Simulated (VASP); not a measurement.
Runs of VASP 6.6.1 on FePt. The structure is that of space group R-3m (No. 166), or close to it. The cells are those of the table. 

```csv
level,spin,cell,k mesh,gap on the mesh (eV),pressure (GPa),moment (μB)
PBE,"collinear, ferromagnetic start","a = 4.622 Å, angles 33.6°, 2 atoms",6 × 6 × 6,none,10.5,3.07
r2SCAN,off,"a = 4.652 Å, angles 34.1°, 2 atoms",18 × 18 × 18,none,(b),-
PBE,"collinear, ferromagnetic start","a = 4.663 Å, angles 34.0°, 2 atoms",12 × 12 × 12,none,-0.9,3.12
PBE,off,"a = 4.514 Å, angles 34.5°, 2 atoms",18 × 18 × 18,none,-0.4,-
PBE,off,"a = 4.652 Å, angles 34.1°, 2 atoms",18 × 18 × 18,none,(a),-
```

Alike in all rows: task single point; potentials or basis VASP PAW PBE potentials, release 64 (Fe, Pt); cutoff (eV) 520; smearing gaussian 0.1 eV.

Question: Estimate the missing entries.

Answer: (a) -15.0; (b) -20.5.

Caveats: some runs use coarse meshes; spin-orbit coupling is left out, which moves the levels of the heavy elements; the cell stands under tension (at least some runs); the PAW data sets were made with another functional, which shifts forces and pressure a little (at least some runs).

A k mesh can miss the band edges, and the runs leave out spin-orbit coupling on Pt.

A gap of «none» marks levels without a gap at the run's occupations.
